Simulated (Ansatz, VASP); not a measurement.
One calculation of GaAs, two programs

```xyz
2
Lattice="0.0000 2.8079 2.8079 2.8079 0.0000 2.8079 2.8079 2.8079 0.0000" Properties=species:S:1:pos:R:3 pbc="T T T"
Ga    0.0000    0.0000    0.0000
As    4.2118    4.2118    4.2118
```

Change from the starting cell: volume scaled by 0.98, PAW files.

Alike in both runs: task electric field gradients; functional LDA; k mesh 10 × 10 × 10; occupations fermi-dirac, width 0.08 eV; no spin polarisation.

```csv
,VASP,Ansatz
version,VASP 6.6.1,Ansatz 0.2.0
potentials or method,"VASP PAW LDA potentials, release 64 (Ga_d, As)","PAW with Ansatz's default frozen-core files, scalar-relativistic"
plane-wave cutoff (eV),520,420
valence electrons in the cell,18,28
```

|  | VASP | Ansatz | Ansatz less VASP |
| --- | --- | --- | --- |
| pressure (GPa) | -0.2 | -0.5 | -0.31 |

LDA's correlation is that of Perdew and Zunger in VASP and of Perdew and Wang (1992) in Ansatz. VASP's potentials hold 18 valence electrons a cell and Ansatz's 28, so a difference there can come from the potentials and not from the codes.
